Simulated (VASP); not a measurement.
A run of VASP 6.6.1 is set up as follows.

INCAR

```
ALGO = Normal
EDIFF = 1E-8
ENCUT = 520
GGA = PE
ISIF = 2
ISMEAR = 0
LASPH = True
LCHARG = False
LEPSILON = True
LREAL = False
LWAVE = False
NELM = 80
PREC = Accurate
SIGMA = 0.01
```

Contents of KPOINTS:

```
k-points
0
Gamma
  9 9 4
```

Contents of POSCAR:

```
ZnO
1.0
    3.2353522132      0.0000000000      0.0000000000
   -1.6176761066      2.8018972068      0.0000000000
    0.0000000000      0.0000000000      5.2109131292
Zn O
2 2
Direct
    0.3333333333      0.6666666667      0.4996551084
    0.6666666667      0.3333333333     -0.0003448916
    0.6666666667      0.3333333333      0.3793548916
    0.3333333333      0.6666666667      0.8793548916
```

Potentials or basis: VASP PAW PBE potentials, release 64 (Zn, O).

The run is started by

```console
$ cat potpaw_PBE.64/Zn/POTCAR potpaw_PBE.64/O/POTCAR > POTCAR
$ mpirun -np 1 vasp_std > vasp.out
```

**Question.** What does it give for the electronic dielectric tensor (diagonal)?

**Answer.** 6.11, 6.11, 6.01.

**Question.** Predict the Born charges (mean of the diagonal).

**Answer.** Zn +2.16; O -2.16 e.

**Question.** Estimate the band gap on the k mesh.

**Answer.** 0.79 eV.

Electronic dielectric tensor:
```
6.11 0.00 0.00
0.00 6.11 0.00
0.00 0.00 6.01
```

Caveat: semilocal functionals underestimate gaps, and a narrow one can read as zero. Expect the measured gap to be larger: semilocal functionals such as PBE lack the derivative discontinuity.
